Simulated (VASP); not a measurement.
Here is a VASP 6.6.1 calculation.

Contents of INCAR:

```
SYSTEM = AlNi3
PREC = Accurate
ENCUT = 520
EDIFF = 1E-6
ISMEAR = 0
SIGMA = 0.15
LREAL = .FALSE.
LASPH = .TRUE.
NELM = 150
ALGO = Fast
ISIF = 2
LWAVE = .FALSE.
LCHARG = .FALSE.
ISPIN = 2
MAGMOM = 0 0.25 0.25 0.25
LORBIT = 11
NUPDOWN = 0.75
LMAXMIX = 4
GGA = PE
NBANDS = 28
```

File KPOINTS:

```
regular mesh
0
G
  14 14 14
  0 0 0
```

Contents of POSCAR:

```
AlNi3
1.0
    0.0000000000      2.8915329726      2.8915329726
    2.8915329726      0.0000000000      2.8915329726
    2.8915329726      2.8915329726      0.0000000000
Al Ni
1 3
Direct
    0.5000000000      0.5000000000      0.5000000000
    0.2500000000      0.2500000000      0.2500000000
    0.0000000000      0.0000000000      0.0000000000
    0.7500000000      0.7500000000      0.7500000000
```

Potentials or basis: VASP PAW PBE potentials, release 64 (Al, Ni).

Run with:

```sh
$ cat potpaw_PBE.64/Al/POTCAR potpaw_PBE.64/Ni/POTCAR > POTCAR
$ mpirun -np 1 vasp_std > vasp.out
```

(1) What does it give for the pressure?

Answers

(1) -8.6 GPa.

Caveat: the cell stands under tension; the total moment is fixed, so each spin has its own Fermi level and the state may be an excited one.
